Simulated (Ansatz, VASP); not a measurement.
# Sn: VASP beside Ansatz

The input INCAR:

```
PREC     = Accurate       # precision mode
ENCUT    = 520            # plane-wave cutoff, eV
EDIFF    = 1E-6           # SCF threshold, eV
ISMEAR   = 0              # smearing method
SIGMA    = 0.15           # smearing width, eV
LREAL    = False          # projectors in reciprocal space
LASPH    = True           # aspherical terms in the spheres
NELM     = 60             # most SCF steps
ALGO     = Fast           # electronic algorithm
ISIF     = 2              # what is computed and relaxed
LWAVE    = False          # write WAVECAR
LCHARG   = True           # write CHGCAR
GGA      = PS             # functional
LELF     = True           # ELF
LVHAR    = True         
NBANDS   = 13             # bands
```

File KPOINTS:

```
regular mesh
0
Gamma
  20 20 20
```

POSCAR

```
Sn
1.0
   -2.1001278540      1.9001156775      1.9001156775
    1.9001156775     -2.1001278540      1.9001156775
    1.9001156775      1.9001156775     -2.1001278540
Sn
1
Direct
    0.0000000000      0.0000000000      0.0000000000
```

Input for Ansatz:

```yaml
crystal:
  lattice:
    - [-2.100127854, 1.9001156775, 1.9001156775]
    - [1.9001156775, -2.100127854, 1.9001156775]
    - [1.9001156775, 1.9001156775, -2.100127854]
  atoms:
    - { symbol: Sn, position: [0.0, 0.0, 0.0] }
basis:
  ecutwfc: 420
kpoints:
  mp_grid: { grid: [20, 20, 20] }
hamiltonian:
  xc: pbesol
scf:
  occupations: { method: gaussian, width: 0.15 }
output:
  forces: true
  stress: true
  eigenvalues: true
```

Alike in both runs: task single point; functional PBEsol; k mesh 20 × 20 × 20; occupations gaussian, width 0.15 eV; no spin polarisation.

|  | VASP | Ansatz |
| --- | --- | --- |
| version | VASP 6.6.1 | Ansatz 0.2.0 |
| potentials or method | VASP PAW PBE potentials, release 64 (Sn_d), cutoff 520 eV | scalar-relativistic, plane waves, PAW |
| valence electrons in the cell | 14 | 14 |

```csv
,VASP,Ansatz,Ansatz less VASP
gap on the k mesh at the Fermi level (eV),none,none,-
pressure (GPa),-0.3,-0.3,+0.06
"traceless stress, the component that is largest in VASP (GPa)",3.34,3.34,+0.006
```

VASP's potentials were made for PBE, not for PBEsol. A gap of «none» marks a metal or a gap that the smearing closes. With one functional, cell and mesh, what is left measures potentials, basis and numerics.
